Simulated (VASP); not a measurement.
# InAs (F-43m) in VASP: further runs

InAs is run at these levels: r2SCAN; tasks: single point.

Everything below comes from runs of VASP 6.6.1. Logs are shortened: lines on timing, memory, paths and dates and some standing lists are left out, and cuts for length are marked.

### 1 The cell of the first run

The structure is cubic, space group F-43m (No. 216). Conventional cell: a = 5.865 Å, b = 5.865 Å, c = 5.865 Å, α = 90.00°, β = 90.00°, γ = 90.00°. Within 3.4 Å of In (site symmetry -43m) lie 4 As at 2.54 Å. As (site symmetry -43m) has 4 In at 2.54 Å within 3.4 Å.

### 2 Single point, r2SCAN (strain -4.0%)

The input, POSCAR:

```
InAs
1.0
    0.0000000000      2.9324068541      2.9324068541
    2.9324068541      0.0000000000      2.9324068541
    2.9324068541      2.9324068541      0.0000000000
In As
1 1
Direct
    0.0000000000      0.0000000000      0.0000000000
    0.2500000000      0.2500000000      0.2500000000
```

The input, INCAR.step1:

```
SYSTEM = InAs
  PREC = Accurate
  ENCUT = 520
  ISMEAR = 0
  SIGMA = 0.01
  LREAL = .FALSE.
  LASPH = .TRUE.
  NELM = 60
  NBANDS = 16
  GGA = PE
  ALGO = Normal
  EDIFF = 1E-4
  LWAVE = .TRUE.
  LCHARG = .FALSE.
```

The input, INCAR.step2:

```
SYSTEM = InAs
  PREC = Accurate
  ENCUT = 520
  EDIFF = 1E-6
  ISMEAR = 0
  SIGMA = 0.01
  LREAL = .FALSE.
  LASPH = .TRUE.
  NELM = 60
  ALGO = Normal
  ISIF = 2
  LWAVE = .FALSE.
  LCHARG = .FALSE.
  METAGGA = R2SCAN
  LMIXTAU = .TRUE.
  NBANDS = 16
  ISTART = 1
```

The input, KPOINTS:

```
regular mesh
0
G
  8 8 8
  0 0 0
```

Potentials or basis: VASP PAW PBE potentials, release 64 (In_d, As).

The run is started by

```console
$ cat potpaw_PBE.64/In_d/POTCAR potpaw_PBE.64/As/POTCAR > POTCAR
$ cp INCAR.step1 INCAR
$ mpirun -np 1 vasp_std > vasp.out
$ cp INCAR.step2 INCAR
$ mpirun -np 1 vasp_std > vasp.out
```

OUTCAR:

```text
SYSTEM = InAs
   PREC = Accurate
   ENCUT = 520
   EDIFF = 1E-6
   ISMEAR = 0
   LREAL = .FALSE.
   LASPH = .TRUE.
   NELM = 60
   ISIF = 2
   METAGGA = R2SCAN
   ISTART = 1

 ion  position               nearest neighbor table
   1  0.000  0.000  0.000-   2 2.54   2 2.54   2 2.54   2 2.54
   2  0.250  0.250  0.250-   1 2.54   1 2.54   1 2.54   1 2.54

  LATTYP: Found a face centered cubic cell.
 ALAT       =     5.8648137082

  Lattice vectors:

 A1 = (   0.0000000000,   2.9324068541,   2.9324068541)
 A2 = (   2.9324068541,   0.0000000000,   2.9324068541)
 A3 = (   2.9324068541,   2.9324068541,   0.0000000000)

Analysis of symmetry for initial positions (statically):
=====================================================================
 Subroutine PRICEL returns:
 Original cell was already a primitive cell.

 Routine SETGRP: Setting up the symmetry group for a
 face centered cubic supercell.

 Subroutine GETGRP returns: Found 24 space group operations
 (whereof 24 operations were pure point group operations)
 out of a pool of 48 trial point group operations.

The static configuration has the point symmetry T_d .

Analysis of symmetry for dynamics (positions and initial velocities):
=====================================================================
 Subroutine PRICEL returns:
 Original cell was already a primitive cell.

 Routine SETGRP: Setting up the symmetry group for a
 face centered cubic supercell.

 Subroutine GETGRP returns: Found 24 space group operations
 (whereof 24 operations were pure point group operations)
 out of a pool of 48 trial point group operations.

The dynamic configuration has the point symmetry T_d .

 Subroutine INISYM returns: Found 24 space group operations
 (whereof 24 operations are pure point group operations),
 and found     1 'primitive' translations

----------------------------------------------------------------------------------------

                                     Primitive cell

  volume of cell :      50.4316

  direct lattice vectors                    reciprocal lattice vectors
     0.000000000  2.932406854  2.932406854    -0.170508400  0.170508400  0.170508400
     2.932406854  0.000000000  2.932406854     0.170508400 -0.170508400  0.170508400
     2.932406854  2.932406854  0.000000000     0.170508400  0.170508400 -0.170508400

  length of vectors
     4.147049543  4.147049543  4.147049543     0.295329211  0.295329211  0.295329211

  position of ions in fractional coordinates (direct lattice)
     0.000000000  0.000000000  0.000000000
     0.250000000  0.250000000  0.250000000
[... 73 lines left out ...]
   LSORBIT =      F    spin-orbit coupling
   LASPH  =      T    aspherical Exc in radial PAW
   ENCUT  =  520.0 eV  38.22 Ry    6.18 a.u.   7.71  7.71  7.71*2*pi/ulx,y,z
   NELM   =     60;   NELMIN=  2; NELMDL=  0     # of ELM steps
   EDIFF  = 0.1E-05   stopping-criterion for ELM
   LREAL  =      F    real-space projection
   EDIFFG = 0.1E-04   stopping-criterion for IOM
   NSW    =      0    number of steps for IOM
   IBRION =     -1    ionic relax: 0-MD 1-quasi-New 2-CG
   NFREE  =      0    steps in history (QN), initial steepest desc. (CG)
   ISIF   =      2    stress and relaxation
   ISYM   =      2    0-nonsym 1-usesym 2-fastsym
   POTIM  = 0.5000    time-step for ionic-motion
   TEBEG  =    0.0;   TEEND  =   0.0 temperature during run
   PSTRESS=    0.0 pullay stress
   NELECT =      18.0000    total number of electrons
   NUPDOWN=      -1.0000    fix difference up-down
   EMIN   =  10.00;   EMAX   =-10.00  energy-range for DOS
   EFERMI =   0.00;   METHOD = LEGACY
   ISMEAR =     0;   SIGMA  =   0.01  broadening in eV -4-tet -1-fermi 0-gaus
   EFERMI_NEDOS =   21; number of points for ismear=-14 and -15
   IALGO  =     38    algorithm
   IMIX   =      4    mixing-type and parameters
     AMIX     =   0.40;   BMIX     =  1.00
     AMIX_MAG =   1.60;   BMIX_MAG =  1.00
  volume/ion in A,a.u.               =      25.22       170.16
  Fermi-wavevector in a.u.,A,eV,Ry     =   1.161265  2.194473 18.347960  1.348537
  Thomas-Fermi vector in A             =   2.297839
   LORBIT       =      0    0 simple, 1 ext, 2 COOP (PROOUT), +10 PAW based schemes
   METAGGA = R2SCAN    functional components
   LHFCALC =     F    Hartree Fock is set to
   AEXX    =    0.0000 exact exchange contribution
   IVDW    =     0    specifies the selected vdW correction
   LEPSILON=     F    determine dielectric tensor
   LRPA    =     F    only Hartree local field effects (RPA)
 non-spin polarized calculation
 Gauss-broadening in eV      SIGMA  =   0.01
  energy-cutoff  :      520.00
  volume of cell :       50.43
 maximum number of plane-waves:      1380
   NGX = 15   NGY = 15   NGZ = 15

 number of electron      18.0000005 magnetization

 Free energy of the ion-electron system (eV)
  ---------------------------------------------------
  ext. energy  EPLUGINS =         0.00000000
  ---------------------------------------------------
  free energy    TOTEN  =       -37.88593896 eV

  energy without entropy =      -37.88593896  energy(sigma->0) =      -37.88593896

 E-fermi :   5.3785     XC(G=0): -10.0899

 val. band max:        5.2636858431   @ k =   0.0000   0.0000   0.0000
 cond. band min:       6.0237999981   @ k =   0.0000   0.0000   0.0000
 fundamental gap:      0.7601141550
 Fermi energy:         5.3784560308

 k-point     1 :       0.0000    0.0000    0.0000
  band No.  band energies     occupation
      1      -9.8034      2.00000
      2      -9.8034      2.00000
      3      -9.8034      2.00000
      4      -9.6078      2.00000
      5      -9.6078      2.00000
      6      -7.6968      2.00000
[... 433 lines left out ...]
      3      -9.7229      2.00000
      4      -9.6167      2.00000
      5      -9.5976      2.00000
      6      -5.4962      2.00000
[... 8 lines left out ...]
     15      16.5344      0.00000
     16      17.5170      0.00000

 [... further k-points ...]
[... 5 lines left out ...]
  --------------------------------------------------------------------------------------
  -------------------------------------------------------------------------------------
  Total        2.9528351      2.9528351      2.9528351      0.0000000      0.0000000     -0.0000000
  in kB       93.8095613     93.8095613     93.8095613      0.0000000      0.0000000     -0.0000000
  external PRESSURE =      93.8095613 kB  Pullay stress =       0.0000000 kB

 VOLUME and BASIS-vectors are now :
 -----------------------------------------------------------------------------
  energy-cutoff  :      520.00
  volume of cell :       50.43
      direct lattice vectors                 reciprocal lattice vectors
     0.000000000  2.932406854  2.932406854    -0.170508400  0.170508400  0.170508400
     2.932406854  0.000000000  2.932406854     0.170508400 -0.170508400  0.170508400
     2.932406854  2.932406854  0.000000000     0.170508400  0.170508400 -0.170508400

 POSITION                                       TOTAL-FORCE (eV/Angst)
 -----------------------------------------------------------------------------------
      0.00000      0.00000      0.00000         0.000000      0.000000      0.000000
      1.46620      1.46620      1.46620        -0.000000     -0.000000     -0.000000
 -----------------------------------------------------------------------------------
    total drift:                               -0.000003     -0.000003     -0.000003

  FREE ENERGIE OF THE ION-ELECTRON SYSTEM (eV)
  ---------------------------------------------------
  free  energy   TOTEN  =       -37.8859389619 eV

  energy  without entropy=      -37.8859389619  energy(sigma->0) =      -37.88593896
```

OUTCAR.step1:

```text
SYSTEM = InAs
   PREC = Accurate
   ENCUT = 520
   ISMEAR = 0
   LREAL = .FALSE.
   LASPH = .TRUE.
[... 677 lines left out ...]
      0.00000      0.00000      0.00000         0.000000      0.000000      0.000000
      1.46620      1.46620      1.46620        -0.000000     -0.000000     -0.000000
 -----------------------------------------------------------------------------------
    total drift:                               -0.000000     -0.000000      0.000000

  FREE ENERGIE OF THE ION-ELECTRON SYSTEM (eV)
  ---------------------------------------------------
  free  energy   TOTEN  =        -7.4437624566 eV

  energy  without entropy=       -7.4437624566  energy(sigma->0) =       -7.44376246
```

Run time: 3.2 min. Hardware: 1 thread of AMD EPYC 7R13, shared host; peak memory 0.16 GiB.

Results:

- Free energy: -37.8859 eV
- Pressure: 9.4 GPa
- Band gap on the k mesh: 0.76 eV, direct

Levels at points of the mesh, in eV from the valence-band top:
```
           k point  band 6  band 7  band 8  band 9  band 10  band 11  band 12  band 13
(0.00, 0.00, 0.00)  -12.96    0.00    0.00    0.00     0.76     4.30     4.30     4.30
(0.50, 0.00, 0.00)  -11.09   -6.41   -1.17   -1.17     1.55     5.08     5.08     7.39
(0.50, 0.50, 0.00)  -10.42   -6.38   -2.73   -2.73     1.67     2.36    10.52    10.63
```

Caveat: the cell differs from its parent crystal (strain -4.0%); the PAW data sets were made with another functional, which shifts forces and pressure a little; spin-orbit coupling is left out, which moves the levels of the heavy elements.

### 3 Single point, r2SCAN (strain -3.0%)

The input, POSCAR:

```
InAs
1.0
    0.0000000000      2.9629527589      2.9629527589
    2.9629527589      0.0000000000      2.9629527589
    2.9629527589      2.9629527589      0.0000000000
In As
1 1
Direct
    0.0000000000      0.0000000000      0.0000000000
    0.2500000000      0.2500000000      0.2500000000
```

The input, INCAR.step1:

```
ALGO = Normal ; EDIFF = 1E-4
ENCUT = 520 ; GGA = PE
ISMEAR = -1 ; LASPH = True
LCHARG = False ; LREAL = False
LWAVE = True ; NBANDS = 16
NELM = 80 ; PREC = Accurate
SIGMA = 0.02
```

The input, INCAR.step2:

```
ALGO = Normal ; EDIFF = 1E-6
ENCUT = 520 ; ISIF = 2
ISMEAR = -1 ; ISTART = 1
LASPH = True ; LCHARG = False
LMIXTAU = True ; LREAL = False
LWAVE = False ; METAGGA = R2SCAN
NBANDS = 16 ; NELM = 80
PREC = Accurate ; SIGMA = 0.02
```

The input, KPOINTS:

```
k-points
0
Gamma
  8 8 8
```

Potentials or basis: VASP PAW PBE potentials, release 64 (In_d, As).

The run is started by

```console
$ cat potpaw_PBE.64/In_d/POTCAR potpaw_PBE.64/As/POTCAR > POTCAR
$ cp INCAR.step1 INCAR
$ mpirun -np 1 vasp_std > vasp.out
$ cp INCAR.step2 INCAR
$ mpirun -np 1 vasp_std > vasp.out
```

Wall time 2.6 min (1 thread of AMD EPYC 7R13, shared host); peak memory 0.16 GiB.

Results (log left out):

| Property | Result |
| --- | --- |
| Free energy | -37.9651 eV |
| Pressure | 6.5 GPa |
| Band gap on the k mesh | 0.59 eV, direct |

Levels at points of the mesh, in eV from the valence-band top:
```csv
k point,band 5,band 6,band 7,band 8,band 9,band 10,band 11,band 12,band 13,band 14
"(0.00, 0.00, 0.00)",-14.81,-12.73,0.00,0.00,0.00,0.59,4.30,4.30,4.30,8.33
"(0.50, 0.00, 0.00)",-14.80,-10.97,-6.22,-1.11,-1.11,1.48,5.07,5.07,7.37,10.04
"(0.50, 0.50, 0.00)",-14.78,-10.34,-6.22,-2.61,-2.61,1.72,2.36,10.28,10.40,10.40
```

Caveat: the cell differs from its parent crystal (strain -3.0%); the PAW data sets were made with another functional, which shifts forces and pressure a little; spin-orbit coupling is left out, which moves the levels of the heavy elements.
